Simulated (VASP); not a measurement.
## VN: single point with PBE+D4

Crystal: VN.

```
CELL_PARAMETERS angstrom
0.00000 2.01383 2.01383
2.01383 0.00000 2.01383
2.01383 2.01383 0.00000
ATOMIC_POSITIONS crystal
V 0.00000 0.00000 0.00000
N 0.50000 0.50000 0.50000
```

```yaml
Program: VASP 6.6.1
Task: single point
Functional: PBE
Dispersion: D4
Potentials_or_basis: VASP PAW PBE potentials, release 64 (V_sv, N)
Cutoff: 600 eV
k_mesh: 10 × 10 × 10
Occupations: gaussian, width 0.05 eV
Spin: collinear spin, ferromagnetic start
Starting_moments: "[0.05, 0.0] μB"
```

The pressure is 14.8 GPa. The band gap on the k mesh is zero (filled and empty bands overlap), the net moment is 0.00 μB per cell and the valence electrons inside the program's atomic spheres are V 11.83; N 3.80. The dispersion energy per atom is -0.402 eV.

Levels at points of the mesh, in eV from the Fermi level:
Spin up:
```csv
k point,band 7,band 8,band 9,band 10,band 11,band 12
"(0.00, 0.00, 0.00)",-2.43,-2.43,-1.75,-1.75,-1.75,-0.57
"(0.50, 0.00, 0.00)",-6.61,-6.61,0.62,0.62,1.60,5.42
"(0.50, 0.50, 0.00)",-4.28,-3.89,-3.89,0.52,1.31,1.31
```
Spin down:
```tsv
k point	band 7	band 8	band 9	band 10	band 11	band 12
(0.00, 0.00, 0.00)	-2.43	-2.43	-1.75	-1.75	-1.75	-0.57
(0.50, 0.00, 0.00)	-6.61	-6.61	0.62	0.62	1.60	5.42
(0.50, 0.50, 0.00)	-4.28	-3.89	-3.89	0.52	1.32	1.32
```

Run time: 22 s on 1 thread of Intel Xeon 6975P-C, on a shared host, peak memory 0.17 GiB.

Caveat: pairwise dispersion overbinds metals, which lowers pressure and volume. With open d or f shells a metallic result of PBE can be an artefact of self-interaction; +U or a hybrid may open a gap.
